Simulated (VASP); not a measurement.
# BP (CsCl type) (Pm-3m) in VASP: a series of runs

Runs on BP (CsCl type). Level: PBE. Tasks: single point, relaxation of cell and atoms.

All numbers are computed with VASP 6.6.1; they aren't measurements. Logs are shortened: lines on timing, memory, paths and dates and some standing lists are left out, and cuts for length are marked.

### 1 The cell of the first run

Symmetry: Pm-3m, No. 221, cubic system. The conventional cell has a = 2.660 Å, b = 2.660 Å, c = 2.660 Å, α = 90.00°, β = 90.00°, γ = 90.00°. Within 3.0 Å of B (site symmetry m-3m) lie 8 P at 2.30 Å and 6 B at 2.66 Å. P (site symmetry m-3m) has 8 B at 2.30 Å and 6 P at 2.66 Å within 3.0 Å.

### 2 Single point, PBE (volume scaled by 0.94)

Input file INCAR:

```
SYSTEM = BP
  ALGO = Normal
  EDIFF = 1E-7
  ENCUT = 520
  GGA = PE
  ISIF = 2
  ISMEAR = -1
  LASPH = .TRUE.
  LCHARG = .TRUE.
  LELF = .TRUE.
  LREAL = .FALSE.
  LVHAR = .TRUE.
  LWAVE = .FALSE.
  NBANDS = 11
  NELM = 80
  PREC = Accurate
  SIGMA = 0.1
```

Input file KPOINTS:

```
k-points
0
G
  15 15 15
  0 0 0
```

Input file POSCAR:

```
BP
1.0
    2.6604646728      0.0000000000      0.0000000000
    0.0000000000      2.6604646728      0.0000000000
    0.0000000000      0.0000000000      2.6604646728
B P
1 1
Direct
    0.0000000000      0.0000000000      0.0000000000
    0.5000000000      0.5000000000      0.5000000000
```

Potentials or basis: VASP PAW PBE potentials, release 64 (B, P).

Run with:

```bash
cat potpaw_PBE.64/B/POTCAR potpaw_PBE.64/P/POTCAR > POTCAR
mpirun -np 1 vasp_std > vasp.out
```

OUTCAR:

```text
SYSTEM = BP
   EDIFF = 1E-7
   ENCUT = 520
   GGA = PE
   ISIF = 2
   ISMEAR = -1
   LASPH = .TRUE.
   LREAL = .FALSE.
   NELM = 80
   PREC = Accurate

 ion  position               nearest neighbor table
   1  0.000  0.000  0.000-   2 2.30   2 2.30   2 2.30   2 2.30   2 2.30   2 2.30   2 2.30   2 2.30

   2  0.500  0.500  0.500-   1 2.30   1 2.30   1 2.30   1 2.30   1 2.30   1 2.30   1 2.30   1 2.30

  LATTYP: Found a simple cubic cell.
 ALAT       =     2.6604646728

  Lattice vectors:

 A1 = (   2.6604646728,   0.0000000000,   0.0000000000)
 A2 = (   0.0000000000,   2.6604646728,   0.0000000000)
 A3 = (   0.0000000000,   0.0000000000,   2.6604646728)

Analysis of symmetry for initial positions (statically):
=====================================================================
 Subroutine PRICEL returns:
 Original cell was already a primitive cell.

 Routine SETGRP: Setting up the symmetry group for a
 simple cubic supercell.

 Subroutine GETGRP returns: Found 48 space group operations
 (whereof 48 operations were pure point group operations)
 out of a pool of 48 trial point group operations.

The static configuration has the point symmetry O_h .

Analysis of symmetry for dynamics (positions and initial velocities):
=====================================================================
 Subroutine PRICEL returns:
 Original cell was already a primitive cell.

 Routine SETGRP: Setting up the symmetry group for a
 simple cubic supercell.

 Subroutine GETGRP returns: Found 48 space group operations
 (whereof 48 operations were pure point group operations)
 out of a pool of 48 trial point group operations.

The dynamic configuration has the point symmetry O_h .

 Subroutine INISYM returns: Found 48 space group operations
 (whereof 48 operations are pure point group operations),
 and found     1 'primitive' translations

----------------------------------------------------------------------------------------

                                     Primitive cell

  volume of cell :      18.8310

  direct lattice vectors                    reciprocal lattice vectors
     2.660464673  0.000000000  0.000000000     0.375874189  0.000000000  0.000000000
     0.000000000  2.660464673  0.000000000     0.000000000  0.375874189  0.000000000
     0.000000000  0.000000000  2.660464673     0.000000000  0.000000000  0.375874189

  length of vectors
     2.660464673  2.660464673  2.660464673     0.375874189  0.375874189  0.375874189

  position of ions in fractional coordinates (direct lattice)
     0.000000000  0.000000000  0.000000000
     0.500000000  0.500000000  0.500000000

  ion indices of the primitive-cell ions
   primitive index   ion index
                 1           1
                 2           2

----------------------------------------------------------------------------------------

 KPOINTS: k-points

Automatic generation of k-mesh.
 Grid dimensions read from file:
 generate k-points for:   15   15   15

 Generating k-lattice:

  Cartesian coordinates                     Fractional coordinates (reciprocal lattice)
     0.025058279  0.000000000  0.000000000     0.066666667  0.000000000  0.000000000
     0.000000000  0.025058279  0.000000000     0.000000000  0.066666667  0.000000000
     0.000000000  0.000000000  0.025058279     0.000000000  0.000000000  0.066666667

  Length of vectors
     0.025058279  0.025058279  0.025058279

  Shift w.r.t. Gamma in fractional coordinates (k-lattice)
     0.000000000  0.000000000  0.000000000

 Subroutine IBZKPT returns following result:
 ===========================================

 Found    120 irreducible k-points:

 Following reciprocal coordinates:
            Coordinates               Weight
  0.000000  0.000000  0.000000      1.000000
  0.066667  0.000000  0.000000      6.000000
  0.133333  0.000000  0.000000      6.000000
  0.200000  0.000000  0.000000      6.000000
  0.266667  0.000000  0.000000      6.000000
  0.333333  0.000000  0.000000      6.000000
[... 16 lines left out ...]
  0.266667  0.200000  0.000000     24.000000
  0.333333  0.200000  0.000000     24.000000
 [... further k-points ...]
   k-points           NKPTS =    120   k-points in BZ     NKDIM =    120   number of bands    NBANDS=     11
   number of dos      NEDOS =    301   number of ions     NIONS =      2
   total plane-waves  NPLWV =   8000
   dimension x,y,z NGX =    20 NGY =   20 NGZ =   20
   dimension x,y,z NGXF=    40 NGYF=   40 NGZF=   40
   ions per type =               1   1
   NGX,Y,Z   is equivalent  to a cutoff of  12.50, 12.50, 12.50 a.u.
   NGXF,Y,Z  is equivalent  to a cutoff of  25.00, 25.00, 25.00 a.u.
 SYSTEM =  BP
   PREC   = accura    normal or accurate (medium, high low for compatibility)
   ISTART =      0    job   : 0-new  1-cont  2-samecut
   ICHARG =      2    charge: 1-file 2-atom 10-const
   ISPIN  =      1    spin polarized calculation?
   LNONCOLLINEAR =      F non collinear calculations
   LSORBIT =      F    spin-orbit coupling
   LASPH  =      T    aspherical Exc in radial PAW
   ENCUT  =  520.0 eV  38.22 Ry    6.18 a.u.   4.95  4.95  4.95*2*pi/ulx,y,z
   NELM   =     80;   NELMIN=  2; NELMDL= -5     # of ELM steps
   EDIFF  = 0.1E-06   stopping-criterion for ELM
   LREAL  =      F    real-space projection
   EDIFFG = 0.1E-05   stopping-criterion for IOM
   NSW    =      0    number of steps for IOM
   IBRION =     -1    ionic relax: 0-MD 1-quasi-New 2-CG
   NFREE  =      0    steps in history (QN), initial steepest desc. (CG)
   ISIF   =      2    stress and relaxation
   ISYM   =      2    0-nonsym 1-usesym 2-fastsym
   POTIM  = 0.5000    time-step for ionic-motion
   TEBEG  =    0.0;   TEEND  =   0.0 temperature during run
   PSTRESS=    0.0 pullay stress
   NELECT =       8.0000    total number of electrons
   NUPDOWN=      -1.0000    fix difference up-down
   EMIN   =  10.00;   EMAX   =-10.00  energy-range for DOS
   EFERMI =   0.00;   METHOD = LEGACY
   ISMEAR =    -1;   SIGMA  =   0.10  broadening in eV -4-tet -1-fermi 0-gaus
   EFERMI_NEDOS =   21; number of points for ismear=-14 and -15
   IALGO  =     38    algorithm
   IMIX   =      4    mixing-type and parameters
     AMIX     =   0.40;   BMIX     =  1.00
     AMIX_MAG =   1.60;   BMIX_MAG =  1.00
  volume/ion in A,a.u.               =       9.42        63.54
  Fermi-wavevector in a.u.,A,eV,Ry     =   1.230686  2.325660 20.607228  1.514589
  Thomas-Fermi vector in A             =   2.365525
   LORBIT       =      0    0 simple, 1 ext, 2 COOP (PROOUT), +10 PAW based schemes
   GGA     = PE    functional components
   LHFCALC =     F    Hartree Fock is set to
   AEXX    =    0.0000 exact exchange contribution
   IVDW    =     0    specifies the selected vdW correction
   LEPSILON=     F    determine dielectric tensor
   LRPA    =     F    only Hartree local field effects (RPA)
 non-spin polarized calculation
  energy-cutoff  :      520.00
  volume of cell :       18.83
 maximum number of plane-waves:       519
 NGX is ok and might be reduce to    20
   NGX =  9   NGY =  9   NGZ =  9

 number of electron       7.9999998 magnetization

 Free energy of the ion-electron system (eV)
  ---------------------------------------------------
  ext. energy  EPLUGINS =         0.00000000
  ---------------------------------------------------
  free energy    TOTEN  =        -9.22547441 eV

  energy without entropy =       -9.19826650  energy(sigma->0) =       -9.21187046

 E-fermi :  10.9877     XC(G=0): -12.3822

 val. band max:       10.9835270851   @ k =   0.4667   0.4667   0.4000
 cond. band min:      10.9914256433   @ k =   0.4667   0.1333   0.0000
 fundamental gap:      0.0078985582
 Fermi energy:        10.9876770302

 k-point     1 :       0.0000    0.0000    0.0000
  band No.  band energies     occupation
      1      -6.8948      2.00000
      2       9.8031      1.99999
      3       9.8031      1.99999
      4       9.8031      1.99999
      5      13.8840      0.00000
      6      15.1532      0.00000
      7      15.1532      0.00000
      8      22.5783      0.00000
      9      22.5783      0.00000
     10      22.5783      0.00000
     11      29.3812      0.00000

 k-point     2 :       0.0667    0.0000    0.0000
  band No.  band energies     occupation
      1      -6.8105      2.00000
      2       8.8894      2.00000
      3       9.8837      1.99997
      4       9.8837      1.99997
      5      14.0935      0.00000
      6      15.2367      0.00000
      7      16.0319      0.00000
      8      22.2678      0.00000
      9      22.2678      0.00000
     10      22.4137      0.00000
     11      29.3890      0.00000

 k-point     3 :       0.1333    0.0000    0.0000
  band No.  band energies     occupation
      1      -6.5580      2.00000
      2       7.1279      2.00000
      3      10.1252      1.99964
      4      10.1252      1.99964
      5      14.3376      0.00000
      6      15.4853      0.00000
      7      18.0402      0.00000
      8      21.4212      0.00000
      9      21.4212      0.00000
     10      21.9908      0.00000
     11      29.4405      0.00000

 k-point     4 :       0.2000    0.0000    0.0000
  band No.  band energies     occupation
      1      -6.1396      2.00000
      2       5.2527      2.00000
      3      10.5263      1.98036
      4      10.5263      1.98036
      5      14.6319      0.00000
      6      15.8920      0.00000
      7      20.0558      0.00000
      8      20.2286      0.00000
      9      20.2286      0.00000
     10      21.7621      0.00000
     11      29.4563      0.00000

 k-point     5 :       0.2667    0.0000    0.0000
  band No.  band energies     occupation
      1      -5.5596      2.00000
      2       3.4479      2.00000
      3      11.0845      0.55065
      4      11.0845      0.55065
      5      15.0130      0.00000
      6      16.4411      0.00000
      7      18.8747      0.00000
      8      18.8747      0.00000
      9      20.0688      0.00000
     10      23.5770      0.00000
     11      27.4567      0.00000
[... 211 lines left out ...]
 k-point    21 :       0.4667    0.1333    0.0000
  band No.  band energies     occupation
      1      -2.8240      2.00000
      2      -0.5168      2.00000
      3      10.9914      0.98126
      4      12.2303      0.00001
      5      13.8710      0.00000
      6      15.2254      0.00000
      7      17.3980      0.00000
      8      18.7498      0.00000
      9      21.0747      0.00000
     10      25.0307      0.00000
     11      28.7162      0.00000

 k-point    22 :       0.2000    0.2000    0.0000
  band No.  band energies     occupation
      1      -5.3825      2.00000
      2       5.7376      2.00000
      3       6.2350      2.00000
      4      11.2403      0.14804
      5      15.6240      0.00000
      6      16.2164      0.00000
      7      19.5503      0.00000
      8      20.4727      0.00000
      9      20.8816      0.00000
     10      22.9707      0.00000
     11      26.0606      0.00000

 k-point    23 :       0.2667    0.2000    0.0000
  band No.  band energies     occupation
      1      -4.8007      2.00000
      2       4.1506      2.00000
      3       6.5840      2.00000
      4      11.7897      0.00066
      5      14.6506      0.00000
      6      16.1101      0.00000
      7      18.7811      0.00000
      8      20.7127      0.00000
      9      21.5078      0.00000
     10      24.6787      0.00000
     11      25.6680      0.00000

 k-point    24 :       0.3333    0.2000    0.0000
  band No.  band energies     occupation
      1      -4.0667      2.00000
      2       2.4931      2.00000
      3       7.2891      2.00000
      4      12.4862      0.00000
      5      13.1577      0.00000
      6      16.6393      0.00000
      7      17.7511      0.00000
      8      20.3092      0.00000
      9      22.0711      0.00000
     10      25.7905      0.00000
     11      26.7125      0.00000

 [... further k-points ...]
[... 5 lines left out ...]
  --------------------------------------------------------------------------------------
  -------------------------------------------------------------------------------------
  Total        1.0557008      1.0557008      1.0557008     -0.0000000     -0.0000000     -0.0000000
  in kB       89.8212205     89.8212205     89.8212205     -0.0000000     -0.0000000     -0.0000000
  external PRESSURE =      89.8212205 kB  Pullay stress =       0.0000000 kB

 VOLUME and BASIS-vectors are now :
 -----------------------------------------------------------------------------
  energy-cutoff  :      520.00
  volume of cell :       18.83
      direct lattice vectors                 reciprocal lattice vectors
     2.660464673  0.000000000  0.000000000     0.375874189  0.000000000  0.000000000
     0.000000000  2.660464673  0.000000000     0.000000000  0.375874189  0.000000000
     0.000000000  0.000000000  2.660464673     0.000000000  0.000000000  0.375874189

 POSITION                                       TOTAL-FORCE (eV/Angst)
 -----------------------------------------------------------------------------------
      0.00000      0.00000      0.00000         0.000000      0.000000      0.000000
      1.33023      1.33023      1.33023         0.000000      0.000000      0.000000
 -----------------------------------------------------------------------------------
    total drift:                                0.000000      0.000000      0.000000

  FREE ENERGIE OF THE ION-ELECTRON SYSTEM (eV)
  ---------------------------------------------------
  free  energy   TOTEN  =        -9.2254744130 eV

  energy  without entropy=       -9.1982664977  energy(sigma->0) =       -9.21187046
```

Wall time 8.2 s (1 thread of Intel Xeon 6975P-C (Granite Rapids), shared host); peak memory 0.14 GiB.

What came out:

```
Free energy            : -9.2255 eV
Pressure               : 9.0 GPa
Band gap on the k mesh : zero (band 4 reaches 13.66 eV, above the bottom of band 5 at 7.95 eV)
```

Caveat: the cell differs from its parent crystal (volume scaled by 0.94).

### 3 Single point, PBE

This run uses another cell than the first one, of 10.02 Å³/atom, 1.064 times its volume.

Input file INCAR:

```
SYSTEM = BP
  PREC = Accurate
  ENCUT = 520
  EDIFF = 1E-7
  ISMEAR = -1
  SIGMA = 0.1
  LREAL = .FALSE.
  LASPH = .TRUE.
  NELM = 80
  ALGO = Normal
  ISIF = 2
  LWAVE = .FALSE.
  LCHARG = .FALSE.
  GGA = PE
  NBANDS = 11
```

Input file KPOINTS:

```
regular mesh
0
G
  15 15 15
  0 0 0
```

Input file POSCAR:

```
BP
1.0
    2.7159069010      0.0000000000      0.0000000000
    0.0000000000      2.7159069010      0.0000000000
    0.0000000000      0.0000000000      2.7159069010
B P
1 1
Direct
    0.0000000000      0.0000000000      0.0000000000
    0.5000000000      0.5000000000      0.5000000000
```

Potentials or basis: VASP PAW PBE potentials, release 64 (B, P).

Run with:

```bash
cat potpaw_PBE.64/B/POTCAR potpaw_PBE.64/P/POTCAR > POTCAR
mpirun -np 1 vasp_std > vasp.out
```

It took 7.5 s on 1 thread of Intel Xeon 6975P-C (Granite Rapids), shared host; peak memory 0.13 GiB.

The run converged. Its results:

```
Free energy            : -9.2570 eV
Pressure               : -0.2 GPa
Band gap on the k mesh : zero (band 4 reaches 12.72 eV, above the bottom of band 5 at 7.16 eV)
```

Levels at points of the mesh, in eV from the Fermi level:
```tsv
k point	band 2	band 3	band 4	band 5	band 6	band 7
(0.00, 0.00, 0.00)	-1.09	-1.09	-1.09	2.18	4.38	4.38
```

(Continued in part 2 of 2.)
